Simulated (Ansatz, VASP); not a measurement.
# HfSi3: VASP beside Ansatz

```
CELL_PARAMETERS angstrom
4.02580 0.00000 0.00000
0.00000 4.02580 0.00000
0.00000 0.00000 4.02580
ATOMIC_POSITIONS crystal
Hf 0.00000 0.00000 0.00000
Si 0.00000 0.50000 0.50000
Si 0.50000 0.50000 0.00000
Si 0.50000 0.00000 0.50000
```

Alike in both runs: task single point; functional PBE; k mesh 8 × 8 × 8; occupations gaussian, width 0.05 eV; no spin polarisation.

|  | VASP | Ansatz |
| --- | --- | --- |
| version | VASP 6.6.1 | Ansatz 0.2.0 |
| potentials or method | VASP PAW PBE potentials, release 64 (Hf_pv, Si), cutoff 520 eV | scalar-relativistic, plane waves, PAW |
| valence electrons in the cell | 22 | 38 |

|  | VASP | Ansatz | Ansatz less VASP |
| --- | --- | --- | --- |
| gap on the k mesh at the Fermi level (eV) | none | none | - |
| pressure (GPa) | -4.3 | -4.0 | +0.29 |

A gap of «none» marks a metal or a gap that the smearing closes. VASP's potentials hold 22 valence electrons a cell and Ansatz's 38, so a difference there can come from the potentials and not from the codes.

Neither program's run includes spin-orbit coupling.
